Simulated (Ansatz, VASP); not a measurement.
**ZrO3: VASP beside Ansatz**

```
Zr O
1.0
     4.11578    0.00000    0.04119
     0.00000    3.26149    0.00000
    -0.86922    0.00000    7.85150
Zr O
2 6
Direct
  0.27833 0.75000 0.64780
  0.72167 0.25000 0.35220
  0.87343 0.75000 0.19994
  0.12657 0.25000 0.80006
  0.24205 0.25000 0.45821
  0.75795 0.75000 0.54179
  0.48821 0.25000 0.80051
  0.51179 0.75000 0.19949
```

Alike in both runs: task electric field gradients; functional PBE; k mesh 6 × 8 × 4; no spin polarisation.

|  | VASP | Ansatz |
| --- | --- | --- |
| version | VASP 6.6.1 | Ansatz 0.2.0 |
| potentials or method | VASP PAW PBE potentials, release 64 (Zr_sv, O), cutoff 520 eV | scalar-relativistic, plane waves, PAW |
| occupations | gaussian, width 0.01 eV | fixed |
| valence electrons in the cell | 60 | 60 |

Ansatz gave:

```
gap on the k mesh at the Fermi level (eV)                     : 3.52
least direct gap on the mesh (eV)                             : 3.63
pressure (GPa)                                                : 0.0
traceless stress, the component that is largest in VASP (GPa) : 0.00
rms of the force components (eV/Å)                            : 0.000
size of Vzz on the site where it differs most (V/Å²)          : 265.0
```

Estimate VASP's values.

gap on the k mesh at the Fermi level (eV): 3.50; least direct gap on the mesh (eV): 3.61; pressure (GPa): 0.6; traceless stress, the component that is largest in VASP (GPa): 0.46; rms of the force components (eV/Å): 0.103; size of Vzz on the site where it differs most (V/Å²): 272.2.

Atom by atom the forces differ by 0.104 eV/Å (rms over components).
